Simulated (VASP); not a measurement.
Write the native input for VASP 6.6.1 that does the following.

```yaml
Task: single point
Functional: PBE
Dispersion: D3(BJ)
Potentials_or_basis: VASP PAW PBE potentials, release 64 (Zn, O)
Cutoff: 520 eV
k_mesh: 12 × 12 × 6
Occupations: gaussian, width 0.05 eV
Spin: no spin polarisation
Dipole_correction: no
Further_INCAR_settings: ALGO = Normal; EDIFF = 1e-07; NBANDS = 26
```

The structure of ZnO lies in POSCAR:

```
ZnO
1.0
    3.3152692768      0.0000000000      0.0000000000
   -1.6576346384      2.7862470964      0.0000000000
    0.0000000000      0.0000000000      6.1688483439
Zn O
2 2
Direct
    0.0000000000      0.0000000000      0.7500000000
    0.0000000000      0.0000000000      0.2500000000
    0.3333333333      0.6666666667      0.2500000000
    0.6666666667      0.3333333333      0.7500000000
```

This cell differs from its parent crystal: strain +0.0150 x Voigt [1, -1, 0, 0, 0, 0].

These files were run (other wordings do the same):

INCAR

```
SYSTEM = ZnO
PREC = Accurate ; ENCUT = 520
EDIFF = 1E-7 ; ISMEAR = 0
SIGMA = 0.05 ; LREAL = .False.
LASPH = .True. ; NELM = 60
ALGO = Normal ; ISIF = 2
LWAVE = .False. ; LCHARG = .False.
GGA = PE ; IVDW = 12
NBANDS = 26
```

KPOINTS

```
regular mesh
0
Gamma
  12 12 6
  0 0 0
```

Potentials or basis: VASP PAW PBE potentials, release 64 (Zn, O).

Command:

```console
$ cat potpaw_PBE.64/Zn/POTCAR potpaw_PBE.64/O/POTCAR > POTCAR
$ mpirun -np 1 vasp_std > vasp.out
```

Results of the run:

```yaml
Pressure: 1.1 GPa
Largest_force: 0.441 eV/Å
Band_gap_on_the_k_mesh: 0.66 eV
Dispersion_energy_per_atom: -0.187 eV
```

Caveat: the cell differs from its parent crystal (strain +0.0150 x Voigt [1, -1, 0, 0, 0, 0]); the stress differs along the axes, from -2 to 5 GPa; semilocal functionals underestimate gaps, and a narrow one can read as zero.

It took 3.9 min on 1 thread of AMD EPYC 9R14 (Zen 4), with other jobs on the host, peak memory 0.31 GiB.
